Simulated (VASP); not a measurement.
A run of VASP 6.6.1:

The input INCAR:

```
  ALGO = Normal
  EDIFF = 1E-7
  ENCUT = 520
  GGA = CA
  ISIF = 2
  ISMEAR = -1
  LASPH = T
  LCHARG = F
  LREAL = F
  LWAVE = F
  NBANDS = 28
  NELM = 100
  PREC = Accurate
  SIGMA = 0.2
```

File KPOINTS:

```
k-points
0
Gamma
  5 5 3
```

POSCAR

```
CaPd
1.0
    3.5056850000      0.0000000000      0.0000000000
    0.0000000000      3.5056850000      0.0000000000
    0.0000000000      0.0000000000     10.0113700000
Ca Pd
2 2
Direct
    0.0000000000      0.0000000000      0.0000000000
    0.0000000000      0.0000000000      0.3501703563
    0.5000000000      0.5000000000      0.1750851782
    0.5000000000      0.5000000000      0.5252555345
```

Potentials or basis: VASP PAW LDA potentials, release 64 (Ca_sv, Pd).

Launch:

```sh
$ cat potpaw_LDA.64/Ca_sv/POTCAR potpaw_LDA.64/Pd/POTCAR > POTCAR
$ mpirun -np 1 vasp_std > vasp.out
```

Hardware: 1 thread of Intel(R) Xeon(R) Platinum 8488C (Sapphire Rapids), with other jobs on the host.

**Question.** Estimate the wall time of this run.

**Answer.** Wall time 38 s on 1 thread of Intel(R) Xeon(R) Platinum 8488C (Sapphire Rapids) (shared host), peak memory 0.21 GiB. Counts: scf iterations 16, k points 12.
